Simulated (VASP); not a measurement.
# Au: single point with PBEsol

The system is Au.

```
Au
1.0
    -1.70699    1.70699    1.63241
     1.70699   -1.70699    1.63241
     1.70699    1.70699   -1.63241
Au
1
Direct
  0.00000 0.00000 0.00000
```

This cell differs from its parent crystal: strain +0.030 along x and y, -0.015 along z.

```yaml
Program: VASP 6.6.1
Task: single point
Functional: PBEsol
Potentials_or_basis: VASP PAW PBE potentials, release 64 (Au)
Cutoff: 520 eV
k_mesh: 20 × 20 × 20
Occupations: gaussian, width 0.15 eV
Spin: no spin polarisation
Dipole_correction: no
Further_INCAR_settings: ALGO = Fast; EDIFF = 1e-06; NBANDS = 12
```

```json
{
  "Pressure": "-13.9 GPa"
}
```

Stress tensor (GPa, compression positive):
```
-13.70   0.00   0.00
  0.00 -13.70   0.00
  0.00   0.00 -14.21
```

Levels at points of the mesh, in eV from the Fermi level:
```
           k point  band 4  band 5  band 6  band 7  band 8  band 9
(0.00, 0.00, 0.00)   -4.24   -2.86   -2.57   16.13   16.13   16.92
(0.50, 0.00, 0.00)   -2.43   -1.43   -0.19    3.03   11.99   12.76
(0.50, 0.50, 0.00)   -2.63   -1.47   -0.43    2.69   12.65   13.73
(0.50, 0.50, 0.50)   -1.78   -1.70    5.70    5.70    6.93    8.31
```

It took 62 s on 1 thread of Intel(R) Xeon(R) Platinum 8488C (Sapphire Rapids) (shared host), peak memory 0.26 GiB.

Caveat: the cell differs from its parent crystal (strain +0.030 along x and y, -0.015 along z); the PAW data sets were made with another functional, which shifts forces and pressure a little; spin-orbit coupling is left out, which moves the levels of the heavy elements.
